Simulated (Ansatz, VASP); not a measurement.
One calculation of Re, two programs

```
CELL_PARAMETERS angstrom
5.52000 0.00000 0.00000
-4.14000 7.17069 0.00000
0.00000 0.00000 4.45740
ATOMIC_POSITIONS crystal
Re 0.90957 0.94353 0.13057
Re 0.30223 0.28556 0.29066
Re 0.94690 0.34177 0.05208
Re 0.11933 0.53391 0.53884
Re 0.99032 0.67025 0.02398
Re 0.15164 0.88714 0.54966
Re 0.45423 0.99436 0.03117
Re 0.66336 0.18843 0.49217
Re 0.55955 0.36244 0.85001
Re 0.67680 0.59577 0.48602
Re 0.44669 0.64539 0.02202
Re 0.57908 0.85667 0.55693
Re 0.03774 0.14410 0.71883
```

Alike in both runs: functional LDA; k mesh 4 × 3 × 4; occupations gaussian, width 0.05 eV; no spin polarisation.

Ansatz relaxed the structure, and its values are those at the end. VASP's run is a single point on that final structure, the one shown.

```csv
,VASP,Ansatz
version,VASP 6.6.1,Ansatz 0.2.0
potentials or method,"VASP PAW LDA potentials, release 64 (Re), cutoff 520 eV","scalar-relativistic, plane waves, PAW"
valence electrons in the cell,91,195
```

Ansatz gave:

- rms of the force components (eV/Å): 0.013

What did VASP give for the same quantities?

rms of the force components (eV/Å): 0.048.

LDA's correlation is that of Perdew and Zunger in VASP and of Perdew and Wang (1992) in Ansatz. VASP's potentials hold 91 valence electrons a cell and Ansatz's 195, so a difference there can come from the potentials and not from the codes.

Neither program's run includes spin-orbit coupling.
